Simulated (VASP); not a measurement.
Set up this calculation in VASP 6.6.1, as the native input.

- Task: single point
- Functional: PBE
- Dispersion: D3(BJ)
- Potentials or basis: VASP PAW PBE potentials, release 64 (S, W_sv)
- Cutoff: 520 eV
- k mesh: 12 × 12 × 1
- Occupations: gaussian, width 0.02 eV
- Spin: no spin polarisation
- Dipole correction: yes
- Further INCAR settings: ALGO = Normal; EDIFF = 1e-07; NBANDS = 20

The structure of WS2 lies in POSCAR:

```
WS2
1.0
    3.1530000000      0.0000000000      0.0000000000
   -1.5765000000      2.7305780981      0.0000000000
    0.0000000000      0.0000000000     30.0799999992
S W
2 1
Direct
    0.6666666667      0.3333333333      0.2989245372
    0.6666666667      0.3333333333      0.4038680160
    0.3333333333      0.6666666667      0.3513962766
```

One way to write it, as run:

INCAR

```
PREC = Accurate ; ENCUT = 520
EDIFF = 1E-7 ; ISMEAR = 0
SIGMA = 0.02 ; LREAL = False
LASPH = True ; NELM = 60
ALGO = Normal ; ISIF = 2
LWAVE = False ; LCHARG = False
LDIPOL = True ; IDIPOL = 3
DIPOL = 0.5 0.5 0.351 ; GGA = PE
IVDW = 12 ; NBANDS = 20
```

KPOINTS

```
regular mesh
0
Gamma
  12 12 1
```

Potentials or basis: VASP PAW PBE potentials, release 64 (S, W_sv).

Command:

```sh
$ cat potpaw_PBE.64/S/POTCAR potpaw_PBE.64/W_sv/POTCAR > POTCAR
$ mpirun -np 1 vasp_std > vasp.out
```

Results of the run:

```json
{"Largest force": "0.004 eV/Å", "Band gap on the k mesh": "1.95 eV", "Dispersion energy per atom": "-0.311 eV"}
```

Caveat: spin-orbit coupling is left out, which moves the levels of the heavy elements.

It took 2.6 min on 1 thread of AMD EPYC 7R13 Processor (Zen 3), with other jobs on the host, peak memory 0.36 GiB.
